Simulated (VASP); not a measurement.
# TiSi16 (a cell with a defect) in VASP: relaxation of the atoms with PBE

Aim: the relaxation of the atoms of TiSi16 (a cell with a defect) with PBE.

All numbers are computed with VASP 6.6.1; they aren't measurements. Logs are shortened: lines on timing, memory, paths and dates and some standing lists are left out, and cuts for length are marked.

## (1) The cell of the first run

The cell holds a defect, 17 atoms: a = 7.679 Å, b = 7.679 Å, c = 7.679 Å, α = 60.00°, β = 60.00°, γ = 60.00°.

## (2) Relaxation of the atoms, PBE

Contents of INCAR:

```
SYSTEM = TiSi16
  PREC = Accurate
  ENCUT = 450
  EDIFF = 1E-7
  ISMEAR = 0
  SIGMA = 0.02
  LREAL = .False.
  LASPH = .True.
  NELM = 120
  ALGO = Normal
  ISIF = 2
  LWAVE = .False.
  LCHARG = .False.
  GGA = PE
  IBRION = 2
  NSW = 80
  EDIFFG = -0.03
  GGA_COMPAT = .False.
  NELMIN = 4
```

Contents of KPOINTS:

```
Automatic mesh
0
Gamma
  2 2 2
  0 0 0
```

Contents of POSCAR:

```
TiSi16
1.0
    0.0000000000      5.4300000000      5.4300000000
    5.4300000000      0.0000000000      5.4300000000
    5.4300000000      5.4300000000      0.0000000000
Si Ti
16 1
Direct
    0.0000000000      0.0000000000      0.0000000000
    0.1250000000      0.1250000000      0.1250000000
    0.0000000000      0.0000000000      0.5000000000
    0.1250000000      0.1250000000      0.6250000000
    0.0000000000      0.5000000000      0.0000000000
    0.1250000000      0.6250000000      0.1250000000
    0.0000000000      0.5000000000      0.5000000000
    0.1250000000      0.6250000000      0.6250000000
    0.5000000000      0.0000000000      0.0000000000
    0.6250000000      0.1250000000      0.1250000000
    0.5000000000      0.0000000000      0.5000000000
    0.6250000000      0.1250000000      0.6250000000
    0.5000000000      0.5000000000      0.0000000000
    0.6250000000      0.6250000000      0.1250000000
    0.5000000000      0.5000000000      0.5000000000
    0.6250000000      0.6250000000      0.6250000000
    0.2519712600      1.2456840100      0.2523017000
```

Potentials or basis: VASP PAW PBE potentials, release 64 (Si, Ti_sv).

The run is started by

```
$ cat potpaw_PBE.64/Si/POTCAR potpaw_PBE.64/Ti_sv/POTCAR > POTCAR
$ mpirun -np 1 vasp_std > vasp.out
```

OUTCAR:

```text
SYSTEM = TiSi16
   PREC = Accurate
   ENCUT = 450
   EDIFF = 1E-7
   ISMEAR = 0
   LREAL = .False.
   LASPH = .True.
   NELM = 120
   ISIF = 2
   GGA = PE
   IBRION = 2
   NSW = 80
   EDIFFG = -0.03
   NELMIN = 4

 ion  position               nearest neighbor table
   1  0.000  0.000  0.000-   2 2.35   4 2.35   6 2.35  10 2.35
   2  0.125  0.125  0.125-  17 2.35   3 2.35   5 2.35   9 2.35   1 2.35
   3  0.000  0.000  0.500-   2 2.35   4 2.35   8 2.35  12 2.35  17 2.70
   4  0.125  0.125  0.625-  17 2.34   3 2.35   7 2.35  11 2.35   1 2.35
   5  0.000  0.500  0.000-   2 2.35   6 2.35   8 2.35  14 2.35  17 2.74
   6  0.125  0.625  0.125-   1 2.35   5 2.35   7 2.35  13 2.35  17 2.38
   7  0.000  0.500  0.500-   4 2.35   6 2.35   8 2.35  16 2.35  17 2.73
   8  0.125  0.625  0.625-   3 2.35   5 2.35   7 2.35  15 2.35
   9  0.500  0.000  0.000-   2 2.35  10 2.35  12 2.35  14 2.35  17 2.70
  10  0.625  0.125  0.125-  17 2.34   9 2.35  11 2.35  13 2.35   1 2.35
  11  0.500  0.000  0.500-   4 2.35  10 2.35  12 2.35  16 2.35  17 2.69
  12  0.625  0.125  0.625-   3 2.35   9 2.35  11 2.35  15 2.35
  13  0.500  0.500  0.000-   6 2.35  10 2.35  14 2.35  16 2.35  17 2.73
  14  0.625  0.625  0.125-   5 2.35   9 2.35  13 2.35  15 2.35
  15  0.500  0.500  0.500-   8 2.35  12 2.35  14 2.35  16 2.35
  16  0.625  0.625  0.625-   7 2.35  11 2.35  13 2.35  15 2.35
  17  0.252  0.246  0.252-   4 2.34  10 2.34   2 2.35   6 2.38  11 2.69   3 2.70   9 2.70   7 2.73
                            13 2.73   5 2.74

  LATTYP: Found a face centered cubic cell.
 ALAT       =    10.8600000000

  Lattice vectors:

 A1 = (   0.0000000000,   5.4300000000,   5.4300000000)
 A2 = (   5.4300000000,   0.0000000000,   5.4300000000)
 A3 = (   5.4300000000,   5.4300000000,   0.0000000000)

Analysis of symmetry for initial positions (statically):
=====================================================================
 Subroutine PRICEL returns:
 Original cell was already a primitive cell.

 Routine SETGRP: Setting up the symmetry group for a
 face centered cubic supercell.

 Subroutine GETGRP returns: Found  1 space group operations
 (whereof  1 operations were pure point group operations)
 out of a pool of 48 trial point group operations.

The static configuration has the point symmetry C_1 .

Analysis of symmetry for dynamics (positions and initial velocities):
=====================================================================
 Subroutine PRICEL returns:
 Original cell was already a primitive cell.

 Routine SETGRP: Setting up the symmetry group for a
 face centered cubic supercell.

 Subroutine GETGRP returns: Found  1 space group operations
 (whereof  1 operations were pure point group operations)
 out of a pool of 48 trial point group operations.

The dynamic configuration has the point symmetry C_1 .

 Subroutine INISYM returns: Found  1 space group operations
 (whereof  1 operations are pure point group operations),
 and found     1 'primitive' translations

----------------------------------------------------------------------------------------

                                     Primitive cell

  volume of cell :     320.2060

  direct lattice vectors                    reciprocal lattice vectors
     0.000000000  5.430000000  5.430000000    -0.092081031  0.092081031  0.092081031
     5.430000000  0.000000000  5.430000000     0.092081031 -0.092081031  0.092081031
     5.430000000  5.430000000  0.000000000     0.092081031  0.092081031 -0.092081031

  length of vectors
     7.679179644  7.679179644  7.679179644     0.159489025  0.159489025  0.159489025

  position of ions in fractional coordinates (direct lattice)
     0.000000000  0.000000000  0.000000000
     0.125000000  0.125000000  0.125000000
     0.000000000  0.000000000  0.500000000
     0.125000000  0.125000000  0.625000000
     0.000000000  0.500000000  0.000000000
     0.125000000  0.625000000  0.125000000
[... 9 lines left out ...]
     0.625000000  0.625000000  0.625000000
     0.251971260  0.245684010  0.252301700

  ion indices of the primitive-cell ions
   primitive index   ion index
                 1           1
                 2           2
                 3           3
                 4           4
                 5           5
                 6           6
[... 9 lines left out ...]
                16          16
                17          17

----------------------------------------------------------------------------------------

 KPOINTS: Automatic mesh

Automatic generation of k-mesh.
 Grid dimensions read from file:
 generate k-points for:    2    2    2

 Generating k-lattice:

  Cartesian coordinates                     Fractional coordinates (reciprocal lattice)
    -0.046040516  0.046040516  0.046040516     0.500000000  0.000000000  0.000000000
     0.046040516 -0.046040516  0.046040516     0.000000000  0.500000000  0.000000000
     0.046040516  0.046040516 -0.046040516     0.000000000  0.000000000  0.500000000

  Length of vectors
     0.079744512  0.079744512  0.079744512

  Shift w.r.t. Gamma in fractional coordinates (k-lattice)
     0.000000000  0.000000000  0.000000000

 Subroutine IBZKPT returns following result:
 ===========================================

 Found      8 irreducible k-points:

 Following reciprocal coordinates:
            Coordinates               Weight
  0.000000  0.000000  0.000000      1.000000
  0.500000  0.000000  0.000000      1.000000
  0.000000  0.500000  0.000000      1.000000
  0.000000  0.000000  0.500000      1.000000
  0.500000  0.500000  0.500000      1.000000
  0.500000  0.500000  0.000000      1.000000
  0.000000  0.500000  0.500000      1.000000
  0.500000  0.000000  0.500000      1.000000
   k-points           NKPTS =      8   k-points in BZ     NKDIM =      8   number of bands    NBANDS=     47
   number of dos      NEDOS =    301   number of ions     NIONS =     17
   total plane-waves  NPLWV = 157464
   dimension x,y,z NGX =    54 NGY =   54 NGZ =   54
   dimension x,y,z NGXF=   108 NGYF=  108 NGZF=  108
   ions per type =              16   1
   NGX,Y,Z   is equivalent  to a cutoff of  11.69, 11.69, 11.69 a.u.
   NGXF,Y,Z  is equivalent  to a cutoff of  23.38, 23.38, 23.38 a.u.
 SYSTEM =  TiSi16
   PREC   = accura    normal or accurate (medium, high low for compatibility)
   ISTART =      0    job   : 0-new  1-cont  2-samecut
   ICHARG =      2    charge: 1-file 2-atom 10-const
   ISPIN  =      1    spin polarized calculation?
   LNONCOLLINEAR =      F non collinear calculations
   LSORBIT =      F    spin-orbit coupling
   LASPH  =      T    aspherical Exc in radial PAW
   ENCUT  =  450.0 eV  33.07 Ry    5.75 a.u.  13.28 13.28 13.28*2*pi/ulx,y,z
   NELM   =    120;   NELMIN=  4; NELMDL= -5     # of ELM steps
   EDIFF  = 0.1E-06   stopping-criterion for ELM
   LREAL  =      F    real-space projection
   EDIFFG = -.3E-01   stopping-criterion for IOM
   NSW    =     80    number of steps for IOM
   IBRION =      2    ionic relax: 0-MD 1-quasi-New 2-CG
   NFREE  =      1    steps in history (QN), initial steepest desc. (CG)
   ISIF   =      2    stress and relaxation
   ISYM   =      2    0-nonsym 1-usesym 2-fastsym
   POTIM  = 0.5000    time-step for ionic-motion
   TEBEG  =    0.0;   TEEND  =   0.0 temperature during run
   PSTRESS=    0.0 pullay stress
   NELECT =      76.0000    total number of electrons
   NUPDOWN=      -1.0000    fix difference up-down
   EMIN   =  10.00;   EMAX   =-10.00  energy-range for DOS
   EFERMI =   0.00;   METHOD = LEGACY
   ISMEAR =     0;   SIGMA  =   0.02  broadening in eV -4-tet -1-fermi 0-gaus
   EFERMI_NEDOS =   21; number of points for ismear=-14 and -15
   IALGO  =     38    algorithm
   IMIX   =      4    mixing-type and parameters
     AMIX     =   0.40;   BMIX     =  1.00
     AMIX_MAG =   1.60;   BMIX_MAG =  1.00
  volume/ion in A,a.u.               =      18.84       127.11
  Fermi-wavevector in a.u.,A,eV,Ry     =   1.013607  1.915439 13.978610  1.027399
  Thomas-Fermi vector in A             =   2.146786
   LORBIT       =      0    0 simple, 1 ext, 2 COOP (PROOUT), +10 PAW based schemes
   GGA     = PE    functional components
   LHFCALC =     F    Hartree Fock is set to
   AEXX    =    0.0000 exact exchange contribution
   IVDW    =     0    specifies the selected vdW correction
   LEPSILON=     F    determine dielectric tensor
   LRPA    =     F    only Hartree local field effects (RPA)
 conjugate gradient relaxation of ions
 non-spin polarized calculation
 Gauss-broadening in eV      SIGMA  =   0.02
  energy-cutoff  :      450.00
  volume of cell :      320.21
 maximum number of plane-waves:      6958
 NGX is ok and might be reduce to    54
   NGX = 27   NGY = 27   NGZ = 27

--------------------------------------- Ionic step        1  -------------------------------------------

 number of electron      76.0000003 magnetization

 Free energy of the ion-electron system (eV)
  ---------------------------------------------------
  ext. energy  EPLUGINS =         0.00000000
  ---------------------------------------------------
  free energy    TOTEN  =       -91.80077331 eV

  energy without entropy =      -91.78644826  energy(sigma->0) =      -91.79361078

------------------------ aborting loop because EDIFF is reached ----------------------------------------

  FORCE on cell =-STRESS in cart. coord.  units (eV):
  Direction    XX          YY          ZZ          XY          YZ          ZX
  --------------------------------------------------------------------------------------
  -------------------------------------------------------------------------------------
  Total        9.8570109      9.8472013      9.8559988      0.1728452      0.1509260     -0.3060453
  in kB       49.3203708     49.2712879     49.3153070      0.8648451      0.7551706     -1.5313228
  external PRESSURE =      49.3023219 kB  Pullay stress =       0.0000000 kB
[... 291 lines left out ...]
  energy  without entropy=      -92.1874671463  energy(sigma->0) =      -92.19034525

--------------------------------------- Ionic step        7  -------------------------------------------

 number of electron      75.9999997 magnetization

 Free energy of the ion-electron system (eV)
  ---------------------------------------------------
  ext. energy  EPLUGINS =         0.00000000
  ---------------------------------------------------
  free energy    TOTEN  =       -92.19416561 eV

  energy without entropy =      -92.18842643  energy(sigma->0) =      -92.19129602

 E-fermi :   6.9452     XC(G=0):  -9.7515

 val. band max:        6.8913595567   @ k =   0.0000   0.5000   0.5000
 cond. band min:       6.9587950015   @ k =   0.5000   0.5000   0.5000
 fundamental gap:      0.0674354449
 Fermi energy:         6.9451789178

 k-point     1 :       0.0000    0.0000    0.0000
  band No.  band energies     occupation
      1     -49.8825      2.00000
      2     -26.2591      2.00000
      3     -26.2574      2.00000
      4     -26.2517      2.00000
      5      -5.7203      2.00000
      6      -3.5127      2.00000
[... 433 lines left out ...]
  FREE ENERGIE OF THE ION-ELECTRON SYSTEM (eV)
  ---------------------------------------------------
  free  energy   TOTEN  =       -92.1941656122 eV

  energy  without entropy=      -92.1884264257  energy(sigma->0) =      -92.19129602

 reached required accuracy - stopping structural energy minimisation
```

Wall time 7.4 min (1 thread of Intel Xeon 6975P-C (Granite Rapids), shared host); peak memory 0.44 GiB.

Results:

- Free energy: -92.1942 eV
- Energy gained by relaxing: 23.1 meV/atom
- Ionic steps: 7
- Pressure after relaxing: 4.0 GPa
- Largest force after relaxing: 0.012 eV/Å
- Band gap on the k mesh: zero (bands 38 and 39 overlap by 0.43 eV)

Forces on the atoms (eV/Å):
```
Si  -0.002  0.004 -0.002
Si   0.000  0.001  0.000
Si   0.003  0.003  0.000
Si  -0.001 -0.001  0.000
Si  -0.005 -0.007 -0.005
Si   0.000  0.001  0.000
Si   0.005  0.008 -0.008
Si   0.004 -0.006 -0.001
Si  -0.001  0.003  0.002
Si   0.000 -0.001 -0.001
Si   0.000 -0.002 -0.001
Si  -0.005  0.003 -0.004
Si  -0.008  0.007  0.005
Si  -0.001 -0.006  0.005
Si   0.001 -0.002  0.001
Si   0.005  0.000  0.006
Ti   0.003 -0.005  0.004
```

The path:
```tsv
step	energy change (eV)	largest force (eV/Å)	pressure (GPa)
1	0.0000	1.9113	4.93
2	-0.3872	0.2703	3.98
3	-0.3881	0.1692	4.00
4	-0.3880	0.1543	4.00
5	-0.3924	0.0907	4.01
6	-0.3925	0.0896	4.01
7	-0.3934	0.0124	4.01
```

Final structure:
```
Si Ti
1.0
     0.00000    5.43000    5.43000
     5.43000    0.00000    5.43000
     5.43000    5.43000    0.00000
Si Ti
16 1
Cartesian
  5.4275 0.0051 5.4271
  1.3119 1.3120 1.3119
  8.1455 8.1457 10.8254
  4.1196 4.1195 1.3104
  8.1439 10.8267 8.1439
  4.1151 1.3151 4.1150
  5.4638 8.1467 8.1433
  6.7710 4.0895 4.0878
  10.8255 8.1456 8.1454
  1.3106 4.1193 4.1194
  8.1450 5.4649 8.1449
  4.0893 6.7713 4.0892
  8.1434 8.1467 5.4637
  4.0878 4.0895 6.7710
  5.4302 5.4296 5.4302
  6.7706 6.7723 6.7706
  2.7132 2.7187 2.7129
```

Levels at points of the mesh, in eV from the Fermi level:
| k point | band 35 | band 36 | band 37 | band 38 | band 39 | band 40 |
| --- | --- | --- | --- | --- | --- | --- |
| (0.00, 0.00, 0.00) | -1.00 | -1.00 | -0.42 | -0.42 | -0.42 | -0.12 |
| (0.50, 0.00, 0.00) | -1.38 | -1.38 | -0.29 | 0.01 | 0.02 | 0.43 |
| (0.00, 0.50, 0.00) | -1.38 | -1.38 | -0.29 | 0.01 | 0.02 | 0.43 |
| (0.00, 0.00, 0.50) | -1.38 | -1.38 | -0.29 | 0.01 | 0.02 | 0.43 |
| (0.50, 0.50, 0.50) | -1.38 | -1.38 | -0.29 | 0.01 | 0.02 | 0.43 |
| (0.50, 0.50, 0.00) | -2.02 | -1.89 | -0.72 | -0.05 | 0.55 | 0.56 |
| (0.00, 0.50, 0.50) | -2.02 | -1.89 | -0.72 | -0.05 | 0.55 | 0.56 |
| (0.50, 0.00, 0.50) | -2.02 | -1.89 | -0.72 | -0.05 | 0.55 | 0.56 |

Caveat: the k points lie up to 0.50 Å⁻¹ apart.
